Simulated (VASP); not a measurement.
# P3C (C2/m) in VASP: single point with PBE

Aim: the single point of P3C with PBE.

Program: VASP 6.6.1. These are calculated values, not measurements. Logs are shortened: lines on timing, memory, paths and dates and some standing lists are left out, and cuts for length are marked.

## Step 1: The cell of the first run

It takes space group C2/m (No. 12, monoclinic). The conventional cell has a = 10.716 Å, b = 6.175 Å, c = 4.925 Å, α = 90.00°, β = 110.08°, γ = 90.00°. Within 2.9 Å of P (site symmetry m) lie 3 P at 2.18 to 2.20 Å. P (site symmetry 1) has 1 C at 1.88 Å and 2 P at 2.20 to 2.34 Å within 2.5 Å. C (site symmetry m) has 1 C at 1.41 Å and 2 P at 1.88 Å within 1.9 Å.

## Step 2: Single point, PBE

INCAR reads:

```
PREC     = Accurate       # precision mode
ENCUT    = 910            # plane-wave cutoff, eV
EDIFF    = 1E-6           # SCF threshold, eV
ISMEAR   = 0              # smearing method
SIGMA    = 0.2            # smearing width, eV
LREAL    = False          # projectors in reciprocal space
LASPH    = True           # aspherical terms in the spheres
NELM     = 120            # most SCF steps
ALGO     = Normal         # electronic algorithm
ISIF     = 2              # what is computed and relaxed
LWAVE    = False          # write WAVECAR
LCHARG   = False          # write CHGCAR
GGA      = PE             # functional
NBANDS   = 29             # bands
GGA_COMPAT= False
```

KPOINTS reads:

```
regular mesh
0
Gamma
  3 3 4
```

POSCAR reads:

```
P3C
1.0
    5.3575732211     -3.0874743571      0.0565289790
    5.3575732211      3.0874743571      0.0565289790
   -1.7397431804      0.0000000000      4.6072043832
P C
6 2
Direct
    0.6043378955      0.6043378955      0.1382199141
    0.3956621045      0.3956621045      0.8617800859
    0.6208326460      0.1053598271      0.1399202242
    0.1053598271      0.6208326460      0.1399202242
    0.3791673540      0.8946401729      0.8600797758
    0.8946401729      0.3791673540      0.8600797758
    0.0607526195      0.0607526195     -0.0251679426
    0.9392473805      0.9392473805      1.0251679426
```

Potentials or basis: VASP PAW PBE potentials, release 64 (P, C_h).

Launch:

```
> cat potpaw_PBE.64/P/POTCAR potpaw_PBE.64/C_h/POTCAR > POTCAR
> mpirun -np 1 vasp_std > vasp.out
```

OUTCAR:

```text
PREC = Accurate
   ENCUT = 910
   EDIFF = 1E-6
   ISMEAR = 0
   LREAL = False
   LASPH = True
   NELM = 120
   ISIF = 2
   GGA = PE

 ion  position               nearest neighbor table
   1  0.604  0.604  0.138-   2 2.18   5 2.20   6 2.20
   2  0.396  0.396  0.862-   1 2.18   3 2.20   4 2.20
   3  0.621  0.105  0.140-   8 1.88   2 2.20   5 2.34
   4  0.105  0.621  0.140-   8 1.88   2 2.20   6 2.34
   5  0.379  0.895  0.860-   7 1.88   1 2.20   3 2.34
   6  0.895  0.379  0.860-   7 1.88   1 2.20   4 2.34
   7  0.061  0.061  0.975-   8 1.41   6 1.88   5 1.88
   8  0.939  0.939  0.025-   7 1.41   4 1.88   3 1.88

  LATTYP: Found a base centered monoclinic cell.
 ALAT       =    10.7157428758
 B/A-ratio  =     0.5762501756
 C/A-ratio  =     0.4595796547
 COS(beta)  =    -0.3433761530

  Lattice vectors:

 A1 = (   5.3575732211,  -3.0874743571,   0.0565289790)
 A2 = (   5.3575732211,   3.0874743571,   0.0565289790)
 A3 = (  -1.7397431804,   0.0000000000,   4.6072043832)

Analysis of symmetry for initial positions (statically):
=====================================================================
 Subroutine PRICEL returns:
 Original cell was already a primitive cell.

 Routine SETGRP: Setting up the symmetry group for a
 base centered monoclinic supercell.

 Subroutine GETGRP returns: Found  4 space group operations
 (whereof  4 operations were pure point group operations)
 out of a pool of  4 trial point group operations.

The static configuration has the point symmetry C_2h.

Analysis of symmetry for dynamics (positions and initial velocities):
=====================================================================
 Subroutine PRICEL returns:
 Original cell was already a primitive cell.

 Routine SETGRP: Setting up the symmetry group for a
 base centered monoclinic supercell.

 Subroutine GETGRP returns: Found  4 space group operations
 (whereof  4 operations were pure point group operations)
 out of a pool of  4 trial point group operations.

The dynamic configuration has the point symmetry C_2h.

 Subroutine INISYM returns: Found  4 space group operations
 (whereof  4 operations are pure point group operations),
 and found     1 'primitive' translations

[... 98 lines left out ...]
   NSW    =      0    number of steps for IOM
   IBRION =     -1    ionic relax: 0-MD 1-quasi-New 2-CG
   NFREE  =      0    steps in history (QN), initial steepest desc. (CG)
   ISIF   =      2    stress and relaxation
   ISYM   =      2    0-nonsym 1-usesym 2-fastsym
   POTIM  = 0.5000    time-step for ionic-motion
   TEBEG  =    0.0;   TEEND  =   0.0 temperature during run
   PSTRESS=    0.0 pullay stress
   NELECT =      38.0000    total number of electrons
   NUPDOWN=      -1.0000    fix difference up-down
   EMIN   =  10.00;   EMAX   =-10.00  energy-range for DOS
   EFERMI =   0.00;   METHOD = LEGACY
   ISMEAR =     0;   SIGMA  =   0.20  broadening in eV -4-tet -1-fermi 0-gaus
   EFERMI_NEDOS =   21; number of points for ismear=-14 and -15
   IALGO  =     38    algorithm
   IMIX   =      4    mixing-type and parameters
     AMIX     =   0.40;   BMIX     =  1.00
     AMIX_MAG =   1.60;   BMIX_MAG =  1.00
  volume/ion in A,a.u.               =      19.13       129.08
  Fermi-wavevector in a.u.,A,eV,Ry     =   1.028997  1.944522 14.406320  1.058835
  Thomas-Fermi vector in A             =   2.163022
   LORBIT       =      0    0 simple, 1 ext, 2 COOP (PROOUT), +10 PAW based schemes
   GGA     = PE    functional components
   LHFCALC =     F    Hartree Fock is set to
   AEXX    =    0.0000 exact exchange contribution
   IVDW    =     0    specifies the selected vdW correction
   LEPSILON=     F    determine dielectric tensor
   LRPA    =     F    only Hartree local field effects (RPA)
 non-spin polarized calculation
 Gauss-broadening in eV      SIGMA  =   0.20
  energy-cutoff  :      910.00
  volume of cell :      153.03
 maximum number of plane-waves:      9566
 NGX is ok and might be reduce to    64
   NGX = 31   NGY = 31   NGZ = 25

 number of electron      38.0000000 magnetization

 Free energy of the ion-electron system (eV)
  ---------------------------------------------------
  ext. energy  EPLUGINS =         0.00000000
  ---------------------------------------------------
  free energy    TOTEN  =       -47.69080845 eV

  energy without entropy =      -47.69002616  energy(sigma->0) =      -47.69041730

 E-fermi :   4.6869     XC(G=0):  -9.0301

 val. band max:        4.3033465727   @ k =  -0.3333   0.3333   0.5000
 cond. band min:       5.0059234416   @ k =   0.0000   0.0000   0.0000
 fundamental gap:      0.7025768689
 Fermi energy:         4.6869419164

 k-point     1 :       0.0000    0.0000    0.0000
  band No.  band energies     occupation
      1     -11.7112      2.00000
      2      -8.9616      2.00000
      3      -8.1091      2.00000
      4      -7.0112      2.00000
      5      -6.1861      2.00000
      6      -5.8336      2.00000
[... 437 lines left out ...]
     28       9.9378      0.00000
     29      10.2820      0.00000

------------------------ aborting loop because EDIFF is reached ----------------------------------------

  FORCE on cell =-STRESS in cart. coord.  units (eV):
  Direction    XX          YY          ZZ          XY          YZ          ZX
  --------------------------------------------------------------------------------------
  -------------------------------------------------------------------------------------
  Total       -0.6040802     -0.2404890      0.4663414      0.0000000      0.0000000     -0.0479262
  in kB       -6.3246913     -2.5179089      4.8825723      0.0000000      0.0000000     -0.5017855
  external PRESSURE =      -1.3200093 kB  Pullay stress =       0.0000000 kB

 VOLUME and BASIS-vectors are now :
 -----------------------------------------------------------------------------
  energy-cutoff  :      910.00
  volume of cell :      153.03
      direct lattice vectors                 reciprocal lattice vectors
     5.357573221 -3.087474357  0.056528979     0.092955475 -0.161944665  0.035101254
     5.357573221  3.087474357  0.056528979     0.092955475  0.161944665  0.035101254
    -1.739743180  0.000000000  4.607204383    -0.002281070  0.000000000  0.216190002

 POSITION                                       TOTAL-FORCE (eV/Angst)
 -----------------------------------------------------------------------------------
      6.23510      0.00000      0.70513         0.022880      0.000000     -0.038174
      2.74030      0.00000      4.01513        -0.022880      0.000000      0.038174
      3.64720     -1.59151      0.68569        -0.040719      0.053674     -0.083422
      3.64720      1.59151      0.68569        -0.040719     -0.053674     -0.083422
      5.32820      1.59151      4.03457         0.040719     -0.053674      0.083422
      5.32820     -1.59151      4.03457         0.040719      0.053674      0.083422
     -1.04498      0.00000      4.49812        -0.029672      0.000000      0.007795
     10.02039      0.00000      0.22214         0.029672      0.000000     -0.007795
 -----------------------------------------------------------------------------------
    total drift:                                0.000000      0.000000      0.000000

  FREE ENERGIE OF THE ION-ELECTRON SYSTEM (eV)
  ---------------------------------------------------
  free  energy   TOTEN  =       -47.6908084497 eV

  energy  without entropy=      -47.6900261563  energy(sigma->0) =      -47.69041730
```

OSZICAR:

```text
N       E                     dE             d eps       ncg     rms          rms(c)
DAV:   1     0.192430783234E+03    0.19243E+03   -0.21753E+04   812   0.174E+03
DAV:   2    -0.296847512090E+02   -0.22212E+03   -0.21347E+03  1009   0.225E+02
DAV:   3    -0.490586260111E+02   -0.19374E+02   -0.19052E+02  1064   0.660E+01
DAV:   4    -0.496990601806E+02   -0.64043E+00   -0.63780E+00  1192   0.126E+01
DAV:   5    -0.497121968264E+02   -0.13137E-01   -0.13129E-01  1021   0.173E+00    0.155E+01
DAV:   6    -0.477230553764E+02    0.19891E+01   -0.61586E+00  1174   0.137E+01    0.861E+00
DAV:   7    -0.477192453510E+02    0.38100E-02   -0.22998E+00   917   0.699E+00    0.433E+00
DAV:   8    -0.476926317842E+02    0.26614E-01   -0.23130E-01  1163   0.286E+00    0.103E+00
DAV:   9    -0.476890243888E+02    0.36074E-02   -0.75083E-02  1067   0.170E+00    0.420E-01
DAV:  10    -0.476904903426E+02   -0.14660E-02   -0.11529E-02  1032   0.498E-01    0.234E-01
DAV:  11    -0.476907419724E+02   -0.25163E-03   -0.11937E-03  1046   0.214E-01    0.642E-02
DAV:  12    -0.476907890816E+02   -0.47109E-04   -0.40355E-04  1003   0.121E-01    0.264E-02
DAV:  13    -0.476908023270E+02   -0.13245E-04   -0.10578E-04  1115   0.536E-02    0.174E-02
DAV:  14    -0.476908082570E+02   -0.59299E-05   -0.20919E-05   971   0.256E-02    0.707E-03
DAV:  15    -0.476908084497E+02   -0.19274E-06   -0.15139E-06   724   0.732E-03
   1 F= -.47690808E+02 E0= -.47690417E+02  d E =-.782293E-03
```

Wall time 3.4 min (1 thread of AMD EPYC 7R13 (Zen 3), shared host); peak memory 0.44 GiB.

Results:

```yaml
Free_energy: -47.6908 eV
Pressure: -0.1 GPa
Largest_force: 0.107 eV/Å
Band_gap_on_the_k_mesh: 0.70 eV (least direct gap 0.78 eV)
```

Forces in eV/Å, atoms in the order of the input:
```
P    0.023  0.000 -0.038
P   -0.023  0.000  0.038
P   -0.041  0.054 -0.083
P   -0.041 -0.054 -0.083
P    0.041 -0.054  0.083
P    0.041  0.054  0.083
C   -0.030  0.000  0.008
C    0.030  0.000 -0.008
```

Levels at points of the mesh, in eV from the valence-band top:
```csv
k point,band 15,band 16,band 17,band 18,band 19,band 20,band 21,band 22,band 23,band 24
"(0.00, 0.00, 0.00)",-2.66,-2.52,-1.29,-0.63,-0.08,0.70,1.30,1.82,2.26,2.62
"(0.00, 0.00, 0.50)",-2.06,-1.94,-1.28,-0.60,-0.52,1.59,1.60,2.27,2.27,2.77
```

Caveat: the cutoff is under 1.25 times the usual one of these potentials, so pressure, stress and relaxed cells hold a basis-set (Pulay) error; an odd mesh through Γ misses points on the zone boundary, where band edges can lie; this functional lacks dispersion, which binds the layers, so the pressure and a relaxed spacing across them are unreliable.
